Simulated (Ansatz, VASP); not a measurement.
# RbVF3 in VASP and in Ansatz

```
Rb V F
1.0
     4.18200    0.00000    0.00000
     0.00000    4.18200    0.00000
     0.00000    0.00000    4.18200
Rb V F
1 1 3
Direct
  0.00000 0.00000 0.00000
  0.50000 0.50000 0.50000
  0.50000 0.50000 0.00000
  0.00000 0.50000 0.50000
  0.50000 0.00000 0.50000
```

Alike in both runs: task single point; functional LDA; k mesh 5 × 5 × 5; occupations gaussian, width 0.05 eV; collinear spin; Hubbard terms V d U = 4.0 eV.

|  | VASP | Ansatz |
| --- | --- | --- |
| version | VASP 6.6.1 | Ansatz 0.2.0 |
| potentials or method | VASP PAW LDA potentials, release 64 (Rb_sv, V_sv, F), cutoff 520 eV | scalar-relativistic, plane waves, PAW |
| valence electrons in the cell | 43 | 43 |

|  | VASP | Ansatz | Ansatz less VASP |
| --- | --- | --- | --- |
| gap on the k mesh at the Fermi level (eV) | 2.28 | 2.79 | +0.510 |
| least direct gap on the mesh (eV) | 3.38 | 3.77 | +0.388 |
| pressure (GPa) | -3.2 | -3.8 | -0.62 |
| net moment per atom (μB) | 0.60 | 0.60 | 0.000 |
| size of the moment on the site where the two differ most (μB) | 2.72 | 2.25 | -0.466 |

LDA's correlation is that of Perdew and Zunger in VASP and of Perdew and Wang (1992) in Ansatz. Site moments also hang on the region over which each program counts them. The programs project onto different local orbitals, so the same U acts differently, and such runs can settle in different states.
